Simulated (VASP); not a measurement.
Crystal: PbSe (Clausthalite).

```
Pb Se
1.0
     0.00000    3.12068    3.12068
     3.12068    0.00000    3.12068
     3.12068    3.12068    0.00000
Pb Se
1 1
Direct
  0.00000 0.00000 0.00000
  0.50000 0.50000 0.50000
```

Program: VASP 6.6.1. Alike in all runs: task single point; no spin polarisation; cell as given; k mesh 8 × 8 × 8; cutoff (eV) 520; smearing fermi-dirac 0.05 eV.

Order these runs on this cell by their pressure, lowest first.
A. level PBE; potentials or basis VASP PAW PBE potentials, release 64 (Pb_d, Se)
B. level LDA; potentials or basis VASP PAW LDA potentials, release 64 (Pb_d, Se)
C. level BLYP+D4; potentials or basis VASP PAW PBE potentials, release 64 (Pb_d, Se)
D. level PBE exchange alone; potentials or basis VASP PAW PBE potentials, release 64 (Pb_d, Se)
E. level r2SCAN+rVV10; potentials or basis VASP PAW PBE potentials, release 64 (Pb_d, Se)

B (-4.5 GPa), E (-2.2 GPa), A (-0.5 GPa), C (1.6 GPa), D (7.5 GPa).

Caveats: the PAW data sets were made with another functional, which shifts forces and pressure a little (some runs).
